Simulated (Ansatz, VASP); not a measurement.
**One calculation of Si3Sn, two programs**

Contents of INCAR:

```
PREC     = Accurate       # precision mode
ENCUT    = 520            # plane-wave cutoff, eV
EDIFF    = 1E-6           # SCF threshold, eV
ISMEAR   = 0              # smearing method
SIGMA    = 0.1            # smearing width, eV
LREAL    = F              # projectors in reciprocal space
LASPH    = T              # aspherical terms in the spheres
NELM     = 80             # most SCF steps
ALGO     = Normal         # electronic algorithm
ISIF     = 2              # what is computed and relaxed
LWAVE    = F              # write WAVECAR
LCHARG   = F              # write CHGCAR
GGA      = PE             # functional
NBANDS   = 36             # bands
```

Contents of KPOINTS:

```
regular mesh
0
Gamma
  4 4 2
```

Contents of POSCAR:

```
Si3Sn
1.0
    2.7815231403     -3.8112006213      0.0000000000
    2.7815231403      3.8112006213      0.0000000000
    0.0000000000      0.0000000000      7.5055492263
Si Sn
6 2
Direct
    0.0000000000      0.5000000000      0.0000000000
    0.5000000000      0.0000000000      0.5000000000
    0.2793444322      0.2793444322      0.2500000000
    0.7206555678      0.7206555678      0.7500000000
    0.7206555678      0.7206555678      0.2500000000
    0.2793444322      0.2793444322      0.7500000000
    0.5000000000      0.0000000000      0.0000000000
    0.0000000000      0.5000000000      0.5000000000
```

Input for Ansatz:

```yaml
crystal:
  lattice:
    - [2.7815231403, -3.8112006213, 0.0]
    - [2.7815231403, 3.8112006213, 0.0]
    - [0.0, 0.0, 7.5055492263]
  atoms:
    - { symbol: Si, position: [0.0, 0.5, 0.0] }
    - { symbol: Si, position: [0.5, 0.0, 0.5] }
    - { symbol: Si, position: [0.2793444322, 0.2793444322, 0.25] }
    - { symbol: Si, position: [0.7206555678, 0.7206555678, 0.75] }
    - { symbol: Si, position: [0.7206555678, 0.7206555678, 0.25] }
    - { symbol: Si, position: [0.2793444322, 0.2793444322, 0.75] }
    - { symbol: Sn, position: [0.5, 0.0, 0.0] }
    - { symbol: Sn, position: [0.0, 0.5, 0.5] }
basis:
  ecutwfc: 420
kpoints:
  mp_grid: { grid: [4, 4, 2] }
hamiltonian:
  xc: pbe
scf:
  occupations: { method: gaussian, width: 0.1 }
  lower_state_search: "off"
output:
  forces: true
  stress: true
  eigenvalues: true
```

Change from the starting cell: the structure that the rattled cell fell into.

Alike in both runs: task single point; functional PBE; k mesh 4 × 4 × 2; occupations gaussian, width 0.1 eV; no spin polarisation.

|  | VASP | Ansatz |
| --- | --- | --- |
| version | VASP 6.6.1 | Ansatz 0.2.0 |
| potentials or method | VASP PAW PBE potentials, release 64 (Si, Sn_d), cutoff 520 eV | scalar-relativistic, plane waves, PAW |
| valence electrons in the cell | 52 | 52 |

Ansatz gave:

| Property | Result |
| --- | --- |
| gap on the k mesh at the Fermi level (eV) | none |
| pressure (GPa) | 0.0 |
| traceless stress, the component that is largest in VASP (GPa) | 1.54 |

Problem. Which values does VASP return?

Solution. gap on the k mesh at the Fermi level (eV): none; pressure (GPa): 0.0; traceless stress, the component that is largest in VASP (GPa): 1.55.

A gap of «none» marks a metal or a gap that the smearing closes.

The k mesh is coarse, so the values compare programs but aren't converged.
